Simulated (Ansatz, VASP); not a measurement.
# Two plane-wave programs on CdS

```
CELL_PARAMETERS angstrom
0.00000 2.99610 2.99610
2.99610 0.00000 2.99610
2.99610 2.99610 0.00000
ATOMIC_POSITIONS crystal
Cd 0.00000 0.00000 0.00000
S 0.25000 0.25000 0.25000
```

Alike in both runs: task single point; functional PBE; k mesh 6 × 6 × 6; occupations gaussian, width 0.05 eV; no spin polarisation.

|  | VASP | Ansatz |
| --- | --- | --- |
| version | VASP 6.6.1 | Ansatz 0.2.0 |
| potentials or method | VASP PAW PBE potentials, release 64 (Cd, S), cutoff 500 eV | scalar-relativistic, plane waves, PAW |
| valence electrons in the cell | 18 | 26 |

Ansatz gave:

| Quantity | Value |
| --- | --- |
| gap on the k mesh at the Fermi level (eV) | 0.97 |
| least direct gap on the mesh (eV) | 0.97 |
| pressure (GPa) | -1.6 |

Question: What did VASP give for the same quantities?

Answer: gap on the k mesh at the Fermi level (eV): 0.97; least direct gap on the mesh (eV): 0.97; pressure (GPa): -1.4.

VASP's potentials hold 18 valence electrons a cell and Ansatz's 26, so a difference there can come from the potentials and not from the codes.
